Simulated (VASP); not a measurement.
# SnO2 (Pnnm) in VASP: a series of runs

Runs on SnO2. Level: PBEsol. Tasks: single point.

All numbers are computed with VASP 6.6.1; they aren't measurements. Logs are shortened: lines on timing, memory, paths and dates and some standing lists are left out, and cuts for length are marked.

### Step 1. The cell of the first run

The typed cell holds 6 atoms: a = 4.483 Å, b = 4.484 Å, c = 3.385 Å, α = 90.00°, β = 90.00°, γ = 90.00°.

### Step 2. Single point, PBEsol (biaxial strain in the a-b plane: -6.0 %, then relaxed in part)

File INCAR:

```
SYSTEM = SnO2
ALGO = Normal
EDIFF = 1E-7
ENCUT = 520
GGA = PS
ISIF = 2
ISMEAR = 0
LASPH = .TRUE.
LCHARG = .FALSE.
LREAL = .FALSE.
LWAVE = .FALSE.
NBANDS = 35
NELM = 60
PREC = Accurate
SIGMA = 0.02
```

File KPOINTS:

```
k-points
0
G
  6 6 8
  0 0 0
```

File POSCAR:

```
SnO2
1.0
    4.4825381852      0.0000000000      0.0000000000
    0.0000000000      4.4838618572      0.0000000000
    0.0000000000      0.0000000000      3.3845102212
Sn O
2 4
Direct
    0.5000000000      0.5000000000      0.5000000000
    0.0000000000      0.0000000000      0.0000000000
    0.3091881029      0.3093650079      0.0000000000
    0.8091881029      0.1906349921      0.5000000000
    0.1908118971      0.8093650079      0.5000000000
    0.6908118971      0.6906349921      0.0000000000
```

Potentials or basis: VASP PAW PBE potentials, release 64 (Sn_d, O).

Launch:

```console
$ cat potpaw_PBE.64/Sn_d/POTCAR potpaw_PBE.64/O/POTCAR > POTCAR
$ mpirun -np 1 vasp_std > vasp.out
```

OUTCAR:

```text
SYSTEM = SnO2
   EDIFF = 1E-7
   ENCUT = 520
   GGA = PS
   ISIF = 2
   ISMEAR = 0
   LASPH = .TRUE.
   LREAL = .FALSE.
   NELM = 60
   PREC = Accurate

 ion  position               nearest neighbor table
   1  0.500  0.500  0.500-   4 1.96   5 1.96   3 2.08   6 2.08   3 2.08   6 2.08   2 3.59   2 3.59
                             2 3.59   2 3.59   2 3.59   2 3.59   2 3.59   2 3.59
   2  0.000  0.000  0.000-   3 1.96   6 1.96   5 2.08   4 2.08   4 2.08   5 2.08   1 3.59   1 3.59
                             1 3.59   1 3.59   1 3.59   1 3.59   1 3.59   1 3.59
   3  0.309  0.309  0.000-   2 1.96   1 2.08   1 2.08
   4  0.809  0.191  0.500-   1 1.96   2 2.08   2 2.08
   5  0.191  0.809  0.500-   1 1.96   2 2.08   2 2.08
   6  0.691  0.691  0.000-   2 1.96   1 2.08   1 2.08

  LATTYP: Found a simple orthorhombic cell.
 ALAT       =     3.3845102212
 B/A-ratio  =     1.3244274333
 C/A-ratio  =     1.3248185303

  Lattice vectors:

 A1 = (   0.0000000000,   0.0000000000,   3.3845102212)
 A2 = (   4.4825381852,   0.0000000000,   0.0000000000)
 A3 = (   0.0000000000,   4.4838618572,   0.0000000000)

Analysis of symmetry for initial positions (statically):
=====================================================================
 Subroutine PRICEL returns:
 Original cell was already a primitive cell.

 Routine SETGRP: Setting up the symmetry group for a
 simple orthorhombic supercell.

 Subroutine GETGRP returns: Found  8 space group operations
 (whereof  4 operations were pure point group operations)
 out of a pool of  8 trial point group operations.

The static configuration has the point symmetry C_2h.
 The point group associated with its full space group is D_2h.

Analysis of symmetry for dynamics (positions and initial velocities):
=====================================================================
 Subroutine PRICEL returns:
 Original cell was already a primitive cell.

 Routine SETGRP: Setting up the symmetry group for a
 simple orthorhombic supercell.

 Subroutine GETGRP returns: Found  8 space group operations
 (whereof  4 operations were pure point group operations)
 out of a pool of  8 trial point group operations.

The dynamic configuration has the point symmetry C_2h.
 The point group associated with its full space group is D_2h.

 Subroutine INISYM returns: Found  8 space group operations
 (whereof  4 operations are pure point group operations),
 and found     1 'primitive' translations

----------------------------------------------------------------------------------------

                                     Primitive cell

  volume of cell :      68.0255

  direct lattice vectors                    reciprocal lattice vectors
     4.482538185  0.000000000  0.000000000     0.223087893  0.000000000  0.000000000
     0.000000000  4.483861857  0.000000000     0.000000000  0.223022036  0.000000000
     0.000000000  0.000000000  3.384510221     0.000000000  0.000000000  0.295463726

  length of vectors
     4.482538185  4.483861857  3.384510221     0.223087893  0.223022036  0.295463726

  position of ions in fractional coordinates (direct lattice)
     0.500000000  0.500000000  0.500000000
     0.000000000  0.000000000  0.000000000
     0.309188103  0.309365008  0.000000000
     0.809188103  0.190634992  0.500000000
     0.190811897  0.809365008  0.500000000
     0.690811897  0.690634992  0.000000000

  ion indices of the primitive-cell ions
   primitive index   ion index
                 1           1
                 2           2
                 3           3
                 4           4
                 5           5
                 6           6

----------------------------------------------------------------------------------------

 KPOINTS: k-points

Automatic generation of k-mesh.
 Grid dimensions read from file:
 generate k-points for:    6    6    8

 Generating k-lattice:

  Cartesian coordinates                     Fractional coordinates (reciprocal lattice)
     0.037181316  0.000000000  0.000000000     0.166666667  0.000000000  0.000000000
     0.000000000  0.037170339  0.000000000     0.000000000  0.166666667  0.000000000
     0.000000000  0.000000000  0.036932966     0.000000000  0.000000000  0.125000000

  Length of vectors
     0.037181316  0.037170339  0.036932966

  Shift w.r.t. Gamma in fractional coordinates (k-lattice)
     0.000000000  0.000000000  0.000000000

 Subroutine IBZKPT returns following result:
 ===========================================

 Found     80 irreducible k-points:

 Following reciprocal coordinates:
            Coordinates               Weight
  0.000000  0.000000  0.000000      1.000000
  0.166667  0.000000  0.000000      2.000000
  0.333333  0.000000  0.000000      2.000000
  0.500000  0.000000  0.000000      1.000000
  0.000000  0.166667  0.000000      2.000000
  0.166667  0.166667  0.000000      4.000000
[... 16 lines left out ...]
  0.333333  0.166667  0.125000      8.000000
  0.500000  0.166667  0.125000      4.000000
 [... further k-points ...]
   k-points           NKPTS =     80   k-points in BZ     NKDIM =     80   number of bands    NBANDS=     35
   number of dos      NEDOS =    301   number of ions     NIONS =      6
   total plane-waves  NPLWV =  36288
   dimension x,y,z NGX =    36 NGY =   36 NGZ =   28
   dimension x,y,z NGXF=    72 NGYF=   72 NGZF=   56
   ions per type =               2   4
   NGX,Y,Z   is equivalent  to a cutoff of  13.35, 13.35, 13.75 a.u.
   NGXF,Y,Z  is equivalent  to a cutoff of  26.70, 26.70, 27.51 a.u.
 SYSTEM =  SnO2
   PREC   = accura    normal or accurate (medium, high low for compatibility)
   ISTART =      0    job   : 0-new  1-cont  2-samecut
   ICHARG =      2    charge: 1-file 2-atom 10-const
   ISPIN  =      1    spin polarized calculation?
   LNONCOLLINEAR =      F non collinear calculations
   LSORBIT =      F    spin-orbit coupling
   LASPH  =      T    aspherical Exc in radial PAW
   ENCUT  =  520.0 eV  38.22 Ry    6.18 a.u.   8.33  8.34  6.29*2*pi/ulx,y,z
   NELM   =     60;   NELMIN=  2; NELMDL= -5     # of ELM steps
   EDIFF  = 0.1E-06   stopping-criterion for ELM
   LREAL  =      F    real-space projection
   EDIFFG = 0.1E-05   stopping-criterion for IOM
   NSW    =      0    number of steps for IOM
   IBRION =     -1    ionic relax: 0-MD 1-quasi-New 2-CG
   NFREE  =      0    steps in history (QN), initial steepest desc. (CG)
   ISIF   =      2    stress and relaxation
   ISYM   =      2    0-nonsym 1-usesym 2-fastsym
   POTIM  = 0.5000    time-step for ionic-motion
   TEBEG  =    0.0;   TEEND  =   0.0 temperature during run
   PSTRESS=    0.0 pullay stress
   NELECT =      52.0000    total number of electrons
   NUPDOWN=      -1.0000    fix difference up-down
   EMIN   =  10.00;   EMAX   =-10.00  energy-range for DOS
   EFERMI =   0.00;   METHOD = LEGACY
   ISMEAR =     0;   SIGMA  =   0.02  broadening in eV -4-tet -1-fermi 0-gaus
   EFERMI_NEDOS =   21; number of points for ismear=-14 and -15
   IALGO  =     38    algorithm
   IMIX   =      4    mixing-type and parameters
     AMIX     =   0.40;   BMIX     =  1.00
     AMIX_MAG =   1.60;   BMIX_MAG =  1.00
  volume/ion in A,a.u.               =      11.34        76.51
  Fermi-wavevector in a.u.,A,eV,Ry     =   1.496874  2.828682 30.485648  2.240632
  Thomas-Fermi vector in A             =   2.608834
   LORBIT       =      0    0 simple, 1 ext, 2 COOP (PROOUT), +10 PAW based schemes
   GGA     = PS    functional components
   LHFCALC =     F    Hartree Fock is set to
   AEXX    =    0.0000 exact exchange contribution
   IVDW    =     0    specifies the selected vdW correction
   LEPSILON=     F    determine dielectric tensor
   LRPA    =     F    only Hartree local field effects (RPA)
 non-spin polarized calculation
 Gauss-broadening in eV      SIGMA  =   0.02
  energy-cutoff  :      520.00
  volume of cell :       68.03
 maximum number of plane-waves:      1865
 NGX is ok and might be reduce to    36
   NGX = 17   NGY = 17   NGZ = 13

 number of electron      52.0000001 magnetization

 Free energy of the ion-electron system (eV)
  ---------------------------------------------------
  ext. energy  EPLUGINS =         0.00000000
  ---------------------------------------------------
  free energy    TOTEN  =       -39.12296172 eV

  energy without entropy =      -39.12296172  energy(sigma->0) =      -39.12296172

 E-fermi :   6.6802     XC(G=0): -11.8607

 val. band max:        6.5914149098   @ k =   0.0000   0.0000   0.0000
 cond. band min:       8.0888374779   @ k =   0.0000   0.0000   0.0000
 fundamental gap:      1.4974225681
 Fermi energy:         6.6802210820

 k-point     1 :       0.0000    0.0000    0.0000
  band No.  band energies     occupation
      1     -14.4488      2.00000
      2     -13.4872      2.00000
      3     -13.3072      2.00000
      4     -13.2238      2.00000
      5     -13.1896      2.00000
      6     -13.1896      2.00000
[... 27 lines left out ...]
     34      19.9720      0.00000
     35      20.0614      0.00000

 k-point     2 :       0.1667    0.0000    0.0000
  band No.  band energies     occupation
      1     -14.3953      2.00000
      2     -13.4634      2.00000
      3     -13.4056      2.00000
      4     -13.2303      2.00000
      5     -13.1862      2.00000
      6     -13.1858      2.00000
[... 27 lines left out ...]
     34      19.6811      0.00000
     35      20.0286      0.00000

 k-point     3 :       0.3333    0.0000    0.0000
  band No.  band energies     occupation
      1     -14.2382      2.00000
      2     -13.6935      2.00000
      3     -13.3647      2.00000
      4     -13.2519      2.00000
      5     -13.1789      2.00000
      6     -13.1783      2.00000
[... 27 lines left out ...]
     34      19.5016      0.00000
     35      20.0548      0.00000
[... 723 lines left out ...]
 k-point    23 :       0.3333    0.1667    0.1250
  band No.  band energies     occupation
      1     -14.2014      2.00000
      2     -13.8157      2.00000
      3     -13.3347      2.00000
      4     -13.3158      2.00000
      5     -13.1818      2.00000
      6     -13.1546      2.00000
[... 27 lines left out ...]
     34      19.2972      0.00000
     35      19.6889      0.00000

 k-point    24 :       0.5000    0.1667    0.1250
  band No.  band energies     occupation
      1     -14.0288      2.00000
      2     -14.0288      2.00000
      3     -13.3263      2.00000
      4     -13.3263      2.00000
      5     -13.1613      2.00000
      6     -13.1613      2.00000
[... 27 lines left out ...]
     34      18.9560      0.00000
     35      19.7812      0.00000

 [... further k-points ...]
[... 5 lines left out ...]
  --------------------------------------------------------------------------------------
  -------------------------------------------------------------------------------------
  Total        8.8474525      8.8427019      0.3858111      0.0000000      0.0000000      0.0000000
  in kB      208.3803523    208.2684654      9.0868472      0.0000000      0.0000000      0.0000000
  external PRESSURE =     141.9118883 kB  Pullay stress =       0.0000000 kB

 VOLUME and BASIS-vectors are now :
 -----------------------------------------------------------------------------
  energy-cutoff  :      520.00
  volume of cell :       68.03
      direct lattice vectors                 reciprocal lattice vectors
     4.482538185  0.000000000  0.000000000     0.223087893  0.000000000  0.000000000
     0.000000000  4.483861857  0.000000000     0.000000000  0.223022036  0.000000000
     0.000000000  0.000000000  3.384510221     0.000000000  0.000000000  0.295463726

 POSITION                                       TOTAL-FORCE (eV/Angst)
 -----------------------------------------------------------------------------------
      2.24127      2.24193      1.69226        -0.000000      0.000000      0.000000
      0.00000      0.00000      0.00000        -0.000000      0.000000      0.000000
      1.38595      1.38715      0.00000         0.002932      0.003068     -0.000000
      3.62722      0.85478      1.69226         0.002932     -0.003068     -0.000000
      0.85532      3.62908      1.69226        -0.002932      0.003068      0.000000
      3.09659      3.09671      0.00000        -0.002932     -0.003068      0.000000
 -----------------------------------------------------------------------------------
    total drift:                               -0.000000      0.000000     -0.000000

  FREE ENERGIE OF THE ION-ELECTRON SYSTEM (eV)
  ---------------------------------------------------
  free  energy   TOTEN  =       -39.1229617215 eV

  energy  without entropy=      -39.1229617215  energy(sigma->0) =      -39.12296172
```

Run time: 2.6 min. Hardware: 1 thread of AMD EPYC 9R14 (Zen 4), shared host; peak memory 0.25 GiB.

What came out:

```yaml
Free_energy: -39.1230 eV
Pressure: 14.2 GPa
Largest_force: 0.004 eV/Å
Band_gap_on_the_k_mesh: 1.50 eV
```

Forces on the atoms (eV/Å):
```
Sn   0.000  0.000  0.000
Sn   0.000  0.000  0.000
O    0.003  0.003  0.000
O    0.003 -0.003  0.000
O   -0.003  0.003  0.000
O   -0.003 -0.003  0.000
```

Caveat: the cell differs from its parent crystal (biaxial strain in the a-b plane: -6.0 %, then relaxed in part); the cell stands under pressure; the PAW data sets were made with another functional, which shifts forces and pressure a little; spin-orbit coupling is left out, which moves the levels of the heavy elements.

[end of part 1 of 3]
